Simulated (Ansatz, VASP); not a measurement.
**Al5As in VASP and in Ansatz**

```
Al As
1.0
     4.67265    0.00000    0.00000
    -2.33632    4.04663    0.00000
     0.00000    0.00000    5.66137
Al As
5 1
Direct
  0.33333 0.66667 0.25367
  0.33333 0.66667 0.74633
  0.66667 0.33333 0.74633
  0.66667 0.33333 0.25367
  0.00000 0.00000 0.50000
  0.00000 0.00000 0.00000
```

Alike in both runs: task relaxation of cell and atoms; functional PBE; k mesh 12 × 12 × 8; occupations gaussian, width 0.1 eV; no spin polarisation.

|  | VASP | Ansatz |
| --- | --- | --- |
| version | VASP 6.6.1 | Ansatz 0.2.0 |
| potentials or method | VASP PAW PBE potentials, release 64 (Al, As), cutoff 600 eV | scalar-relativistic, plane waves, PAW |
| valence electrons in the cell | 20 | 30 |

Ansatz gave:

```
gap on the k mesh at the Fermi level, each at its own relaxed structure (eV) : none
relaxed volume (Å³/atom)                                                     : 17.86
relaxed cell length with the largest relative difference (Å)                 : 5.604
```

Task: What did VASP give for the same quantities?

Result: gap on the k mesh at the Fermi level, each at its own relaxed structure (eV): none; relaxed volume (Å³/atom): 17.86; relaxed cell length with the largest relative difference (Å): 5.607.

A gap of «none» marks a metal or a gap that the smearing closes. VASP's potentials hold 20 valence electrons a cell and Ansatz's 30, so a difference there can come from the potentials and not from the codes.

Noted on VASP's run: too few bands were computed for a metal, which touches its energy and stress.
